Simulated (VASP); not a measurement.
A run of VASP 6.6.1:

Contents of POSCAR:

```
Pt
1.0
    0.0000000000      1.9623920491      1.9623920491
    1.9623920491      0.0000000000      1.9623920491
    1.9623920491      1.9623920491      0.0000000000
Pt
1
Direct
    0.0000000000      0.0000000000      0.0000000000
```

INCAR.step1

```
  PREC = Accurate
  ENCUT = 630
  ISMEAR = 0
  SIGMA = 0.1
  LREAL = F
  LASPH = T
  NELM = 120
  NBANDS = 15
  GGA = PE
  ALGO = Normal
  EDIFF = 1E-5
  LWAVE = T
  LCHARG = F
  GGA_COMPAT = F
```

File INCAR.step2:

```
  PREC = Accurate
  ENCUT = 630
  EDIFF = 1E-6
  ISMEAR = 0
  SIGMA = 0.1
  LREAL = F
  LASPH = T
  NELM = 120
  ALGO = Normal
  ISIF = 2
  LWAVE = F
  LCHARG = F
  METAGGA = R2SCAN
  LMIXTAU = T
  LUSE_VDW = T
  IVDW_NL = 2
  BPARAM = 11.95
  CPARAM = 0.0093
  NBANDS = 15
  ISTART = 1
  GGA_COMPAT = F
```

The input KPOINTS:

```
Automatic mesh
0
Gamma
  18 18 18
```

Potentials or basis: VASP PAW PBE potentials, release 64 (Pt_sv_GW).

Command:

```sh
$ cat potpaw_PBE.64/Pt_sv_GW/POTCAR > POTCAR
$ cp INCAR.step1 INCAR
$ mpirun -np 1 vasp_std > vasp.out
$ cp INCAR.step2 INCAR
$ mpirun -np 1 vasp_std > vasp.out
```

Hardware: 1 thread of Intel(R) Xeon(R) Platinum 8375C CPU @ 2.90GHz (Ice Lake), on a shared host.

**Question.** Estimate the wall time of this run.

**Answer.** It took 2 min on 1 thread of Intel(R) Xeon(R) Platinum 8375C CPU @ 2.90GHz (Ice Lake), on a shared host, peak memory 0.26 GiB. Counts: k points 195.
